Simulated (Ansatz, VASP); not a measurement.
# One calculation of Na7Bi, two programs

File INCAR:

```
SYSTEM = Na7Bi
PREC     = Accurate       ! precision mode
ENCUT    = 520            ! plane-wave cutoff, eV
EDIFF    = 1E-6           ! SCF threshold, eV
ISMEAR   = 0              ! smearing method
SIGMA    = 0.1            ! smearing width, eV
LREAL    = .FALSE.        ! projectors in reciprocal space
LASPH    = .TRUE.         ! aspherical terms in the spheres
NELM     = 60             ! most SCF steps
ALGO     = Normal         ! electronic algorithm
ISIF     = 2              ! what is computed and relaxed
LWAVE    = .FALSE.        ! write WAVECAR
LCHARG   = .TRUE.         ! write CHGCAR
GGA      = PE             ! functional
LELF     = .TRUE.         ! ELF
LVHAR    = .TRUE.       
NBANDS   = 42             ! bands
```

The input KPOINTS:

```
regular mesh
0
G
  4 4 4
  0 0 0
```

The input POSCAR:

```
Na7Bi
1.0
    0.0000000000      5.0813389000      5.0813389000
    5.0813389000      0.0000000000      5.0813389000
    5.0813389000      5.0813389000      0.0000000000
Na Bi
7 1
Direct
    0.5000000000      0.0000000000      0.0000000000
    0.0000000000      0.5000000000      0.5000000000
    0.0000000000      0.5000000000      0.0000000000
    0.5000000000      0.0000000000      0.5000000000
    0.0000000000      0.0000000000      0.5000000000
    0.5000000000      0.5000000000      0.0000000000
    0.5000000000      0.5000000000      0.5000000000
    0.0000000000      0.0000000000      0.0000000000
```

Input for Ansatz:

```yaml
crystal:
  lattice:
    - [0.0, 5.0813389, 5.0813389]
    - [5.0813389, 0.0, 5.0813389]
    - [5.0813389, 5.0813389, 0.0]
  atoms:
    - { symbol: Na, position: [0.5, 0.0, 0.0] }
    - { symbol: Na, position: [0.0, 0.5, 0.5] }
    - { symbol: Na, position: [0.0, 0.5, 0.0] }
    - { symbol: Na, position: [0.5, 0.0, 0.5] }
    - { symbol: Na, position: [0.0, 0.0, 0.5] }
    - { symbol: Na, position: [0.5, 0.5, 0.0] }
    - { symbol: Na, position: [0.5, 0.5, 0.5] }
    - { symbol: Bi, position: [0.0, 0.0, 0.0] }
basis:
  ecutwfc: 420
kpoints:
  mp_grid: { grid: [4, 4, 4] }
hamiltonian:
  xc: pbe
scf:
  occupations: { method: gaussian, width: 0.1 }
  lower_state_search: "off"
output:
  forces: true
  stress: true
  eigenvalues: true
```

Change from the starting cell: relaxed end of: species swapped into the Zn7Tc type (Fm-3m, No. 225).

Alike in both runs: task single point; functional PBE; k mesh 4 × 4 × 4; occupations gaussian, width 0.1 eV; no spin polarisation.

|  | VASP | Ansatz |
| --- | --- | --- |
| version | VASP 6.6.1 | Ansatz 0.2.0 |
| potentials or method | VASP PAW PBE potentials, release 64 (Na_pv, Bi_d), cutoff 520 eV | scalar-relativistic, plane waves, PAW |
| valence electrons in the cell | 64 | 78 |

```tsv
	VASP	Ansatz	Ansatz less VASP
gap on the k mesh at the Fermi level (eV)	none	none	-
pressure (GPa)	0.1	0.1	0.00
```

A gap of «none» marks a metal or a gap that the smearing closes. VASP's potentials hold 64 valence electrons a cell and Ansatz's 78, so a difference there can come from the potentials and not from the codes.

Spin-orbit coupling is off throughout.
